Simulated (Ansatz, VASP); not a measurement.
CuI: VASP beside Ansatz

```
Cu I
1.0
     0.00000    3.01204    3.01204
     3.01204    0.00000    3.01204
     3.01204    3.01204    0.00000
Cu I
1 1
Direct
  0.25000 0.25000 0.25000
  0.00000 0.00000 0.00000
```

Alike in both runs: task single point; functional PBE; k mesh 8 × 8 × 8; occupations fermi-dirac, width 0.02 eV; no spin polarisation.

|  | VASP | Ansatz |
| --- | --- | --- |
| version | VASP 6.6.1 | Ansatz 0.2.0 |
| potentials or method | VASP PAW PBE potentials, release 64 (Cu, I) | plane waves, PAW |
| plane-wave cutoff (eV) | 520 | 420 |
| valence electrons in the cell | 18 | 36 |

```tsv
	VASP	Ansatz	Ansatz less VASP
gap on the k mesh at the Fermi level (eV)	1.20	1.17	-0.023
pressure (GPa)	1.2	1.1	-0.04
```

VASP's potentials hold 18 valence electrons a cell and Ansatz's 36, so a difference there can come from the potentials and not from the codes.

Neither program's run includes spin-orbit coupling.
